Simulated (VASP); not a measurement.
# RbBr (Fm-3m) in VASP: further runs, part 2 of 2

VASP 6.6.1. The steps go on from the part before.

## 3. Electric field gradients, PBE (volume scaled by 1.04)

INCAR reads:

```
SYSTEM = RbBr
  PREC = Accurate
  ENCUT = 520
  EDIFF = 1E-8
  ISMEAR = -1
  SIGMA = 0.03
  LREAL = .FALSE.
  LASPH = .TRUE.
  NELM = 80
  ALGO = Normal
  ISIF = 2
  LWAVE = .FALSE.
  LCHARG = .FALSE.
  GGA = PE
  LEFG = .TRUE.
  NBANDS = 15
```

KPOINTS reads:

```
regular mesh
0
G
  7 7 7
  0 0 0
```

POSCAR reads:

```
RbBr
1.0
    0.0000000000      3.4726038566      3.4726038566
    3.4726038566      0.0000000000      3.4726038566
    3.4726038566      3.4726038566      0.0000000000
Rb Br
1 1
Direct
    0.0000000000      0.0000000000      0.0000000000
    0.5000000000      0.5000000000      0.5000000000
```

Potentials or basis: VASP PAW PBE potentials, release 64 (Rb_sv, Br).

Run with:

```
$ cat potpaw_PBE.64/Rb_sv/POTCAR potpaw_PBE.64/Br/POTCAR > POTCAR
$ mpirun -np 1 vasp_std > vasp.out
```

OUTCAR:

```text
SYSTEM = RbBr
   PREC = Accurate
   ENCUT = 520
   EDIFF = 1E-8
   ISMEAR = -1
   LREAL = .FALSE.
   LASPH = .TRUE.
   NELM = 80
   ISIF = 2
   GGA = PE

 ion  position               nearest neighbor table
   1  0.000  0.000  0.000-   2 3.47   2 3.47   2 3.47   2 3.47   2 3.47   2 3.47
   2  0.500  0.500  0.500-   1 3.47   1 3.47   1 3.47   1 3.47   1 3.47   1 3.47

  LATTYP: Found a face centered cubic cell.
 ALAT       =     6.9452077132

  Lattice vectors:

 A1 = (   0.0000000000,   3.4726038566,   3.4726038566)
 A2 = (   3.4726038566,   0.0000000000,   3.4726038566)
 A3 = (   3.4726038566,   3.4726038566,   0.0000000000)

Analysis of symmetry for initial positions (statically):
=====================================================================
 Subroutine PRICEL returns:
 Original cell was already a primitive cell.

 Routine SETGRP: Setting up the symmetry group for a
 face centered cubic supercell.

 Subroutine GETGRP returns: Found 48 space group operations
 (whereof 48 operations were pure point group operations)
 out of a pool of 48 trial point group operations.

The static configuration has the point symmetry O_h .

Analysis of symmetry for dynamics (positions and initial velocities):
=====================================================================
 Subroutine PRICEL returns:
 Original cell was already a primitive cell.

 Routine SETGRP: Setting up the symmetry group for a
 face centered cubic supercell.

 Subroutine GETGRP returns: Found 48 space group operations
 (whereof 48 operations were pure point group operations)
 out of a pool of 48 trial point group operations.

[... 498 lines left out ...]
      5     -10.4612      2.00000
      6      -2.4002      2.00000
      7      -2.2594      2.00000
      8      -2.1951      2.00000
      9       4.8545      0.00000
     10       5.5133      0.00000
     11       6.2564      0.00000
     12       6.6241      0.00000
     13       8.3558      0.00000
     14       8.5001      0.00000
     15       9.2455      0.00000

------------------------ aborting loop because EDIFF is reached ----------------------------------------

  FORCE on cell =-STRESS in cart. coord.  units (eV):
  Direction    XX          YY          ZZ          XY          YZ          ZX
  --------------------------------------------------------------------------------------
  -------------------------------------------------------------------------------------
  Total        0.2210061      0.2210061      0.2210061      0.0000000      0.0000000      0.0000000
  in kB        4.2278459      4.2278459      4.2278459      0.0000000      0.0000000      0.0000000
  external PRESSURE =       4.2278459 kB  Pullay stress =       0.0000000 kB

 VOLUME and BASIS-vectors are now :
 -----------------------------------------------------------------------------
  energy-cutoff  :      520.00
  volume of cell :       83.75
      direct lattice vectors                 reciprocal lattice vectors
     0.000000000  3.472603857  3.472603857    -0.143984175  0.143984175  0.143984175
     3.472603857  0.000000000  3.472603857     0.143984175 -0.143984175  0.143984175
     3.472603857  3.472603857  0.000000000     0.143984175  0.143984175 -0.143984175

 POSITION                                       TOTAL-FORCE (eV/Angst)
 -----------------------------------------------------------------------------------
      0.00000      0.00000      0.00000        -0.000000      0.000000     -0.000000
      3.47260      3.47260      3.47260         0.000000     -0.000000      0.000000
 -----------------------------------------------------------------------------------
    total drift:                                0.000000     -0.000000     -0.000000

  FREE ENERGIE OF THE ION-ELECTRON SYSTEM (eV)
  ---------------------------------------------------
  free  energy   TOTEN  =        -6.1119416255 eV

  energy  without entropy=       -6.1119416255  energy(sigma->0) =       -6.11194163

 Electric field gradients (V/A^2)
---------------------------------------------------------------------
 ion       V_xx      V_yy      V_zz      V_xy      V_xz      V_yz
---------------------------------------------------------------------
   1      -0.000     0.000    -0.000     0.000     0.000     0.000
   2       0.000    -0.000     0.000    -0.001    -0.001    -0.001
---------------------------------------------------------------------

 Electric field gradients after diagonalization (V/A^2)
 (convention: |V_zz| > |V_xx| > |V_yy|)
----------------------------------------------------------------------
 ion       V_xx      V_yy      V_zz     asymmetry (V_yy - V_xx)/ V_zz
----------------------------------------------------------------------
   1      -0.000    -0.000     0.000       0.000
   2       0.001     0.001    -0.001       0.000
----------------------------------------------------------------------

           NMR quadrupolar parameters

 Cq : quadrupolar parameter    Cq=e*Q*V_zz/h
 eta: asymmetry parameters     (V_yy - V_xx)/ V_zz
 Q  : nuclear electric quadrupole moment in mb (millibarn)
----------------------------------------------------------------------
 ion       Cq(MHz)       eta       Q (mb)
----------------------------------------------------------------------
   1       0.000       0.000       1.000
   2      -0.000       0.000       1.000
----------------------------------------------------------------------
```

OSZICAR:

```text
N       E                     dE             d eps       ncg     rms          rms(c)
DAV:   1     0.842192026717E+02    0.84219E+02   -0.65946E+03   600   0.907E+02
DAV:   2     0.189473850237E+00   -0.84030E+02   -0.77680E+02   830   0.161E+02
DAV:   3    -0.615686467989E+01   -0.63463E+01   -0.63103E+01   803   0.457E+01
DAV:   4    -0.633769024295E+01   -0.18083E+00   -0.18081E+00   848   0.744E+00
DAV:   5    -0.634091621621E+01   -0.32260E-02   -0.32260E-02   846   0.745E-01    0.273E+00
DAV:   6    -0.611673600406E+01    0.22418E+00   -0.27122E-01   775   0.236E+00    0.179E+00
DAV:   7    -0.609883035196E+01    0.17906E-01   -0.12482E-01   803   0.171E+00    0.925E-01
DAV:   8    -0.611107941042E+01   -0.12249E-01   -0.14493E-02   659   0.699E-01    0.112E-01
DAV:   9    -0.611148391380E+01   -0.40450E-03   -0.66747E-04   817   0.131E-01    0.707E-02
DAV:  10    -0.611193375480E+01   -0.44984E-03   -0.58794E-04   635   0.132E-01    0.276E-02
DAV:  11    -0.611193491462E+01   -0.11598E-05   -0.33091E-05   827   0.295E-02    0.728E-03
DAV:  12    -0.611194128455E+01   -0.63699E-05   -0.94802E-06   642   0.183E-02    0.138E-03
DAV:  13    -0.611194158106E+01   -0.29651E-06   -0.43253E-07   841   0.351E-03    0.251E-03
DAV:  14    -0.611194162356E+01   -0.42497E-07   -0.20948E-07   663   0.248E-03    0.636E-04
DAV:  15    -0.611194162548E+01   -0.19204E-08   -0.81825E-09   656   0.588E-04
   1 F= -.61119416E+01 E0= -.61119416E+01  d E =-.107599E-11
```

stdout:

```text
POSCAR found type information on POSCAR RbBr
 POSCAR found :  2 types and       2 ions
 scaLAPACK will be used
 LDA part: xc-table for (Slater+PW92), standard interpolation
 POSCAR, INCAR and KPOINTS ok, starting setup
 FFT: planning ... GRIDC
 FFT: planning ... GRID_SOFT
 FFT: planning ... GRID
 WAVECAR not read
 entering main loop
ion   1

ion   2
```

It took 23 s on 1 thread of Intel Xeon Platinum 8488C (Sapphire Rapids), shared host; peak memory 0.24 GiB.

Results:

```
Free energy            : -6.1119 eV
Pressure               : 0.4 GPa
Band gap on the k mesh : 4.26 eV, direct
```

Levels at points of the mesh, in eV from the valence-band top:
```csv
k point,band 4,band 5,band 6,band 7,band 8,band 9,band 10,band 11,band 12,band 13
"(0.00, 0.00, 0.00)",-8.57,-8.57,0.00,0.00,0.00,4.26,7.27,7.27,7.27,8.13
```

Caveat: without QUAD_EFG the Cq values of the log hold for a quadrupole moment of 1 mb, not for the nuclei.
